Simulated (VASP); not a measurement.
Wanted: the native input for a VASP 6.6.1 run.

```
Task                   : single point
Functional             : PBE
Dispersion             : D3(BJ)
Potentials or basis    : VASP PAW PBE potentials, release 64 (Rb_sv, As)
Cutoff                 : 520 eV
k mesh                 : 3 × 3 × 4
Occupations            : gaussian, width 0.1 eV
Spin                   : no spin polarisation
Dipole correction      : no
Further INCAR settings : ALGO = Normal; EDIFF = 1e-06; NBANDS = 34
```

The structure of RbAs8 lies in POSCAR:

```
RbAs8
1.0
    7.2154818790     -0.0000000027      0.0000000000
   -3.6077409371      6.2487906091      0.0000000000
    0.0000000000      0.0000000000      7.0901398317
Rb As
1 8
Direct
    0.0000000000      0.0000000000      0.5000000000
    0.3333333333      0.6666666667      0.1027676673
    0.3371542149      0.1685771075      0.0941295707
    0.8314228925      0.6628457851      0.0941295707
    0.8314228925      0.1685771075      0.0941295707
    0.1685771075      0.8314228925      0.9058704293
    0.1685771075      0.3371542149      0.9058704293
    0.6628457851      0.8314228925      0.9058704293
    0.6666666667      0.3333333333      0.8972323327
```

One way to write it, as run:

INCAR

```
SYSTEM = RbAs8
PREC = Accurate
ENCUT = 520
EDIFF = 1E-6
ISMEAR = 0
SIGMA = 0.1
LREAL = .FALSE.
LASPH = .TRUE.
NELM = 60
ALGO = Normal
ISIF = 2
LWAVE = .FALSE.
LCHARG = .TRUE.
GGA = PE
IVDW = 12
LELF = .TRUE.
LVHAR = .TRUE.
NBANDS = 34
```

KPOINTS

```
Automatic mesh
0
G
  3 3 4
  0 0 0
```

Potentials or basis: VASP PAW PBE potentials, release 64 (Rb_sv, As).

Launch:

```console
$ cat potpaw_PBE.64/Rb_sv/POTCAR potpaw_PBE.64/As/POTCAR > POTCAR
$ mpirun -np 1 vasp_std > vasp.out
```

Results of the run:

| Property | Result |
| --- | --- |
| Pressure | 0.2 GPa |
| Largest force | 0.069 eV/Å |
| Band gap on the k mesh | zero (an odd number of electrons rules out a gap without spin polarisation) |
| Dispersion energy per atom | -0.261 eV |

It took 77 s on 1 thread of Intel(R) Xeon(R) 6975P-C (Granite Rapids) (shared host), peak memory 0.41 GiB.
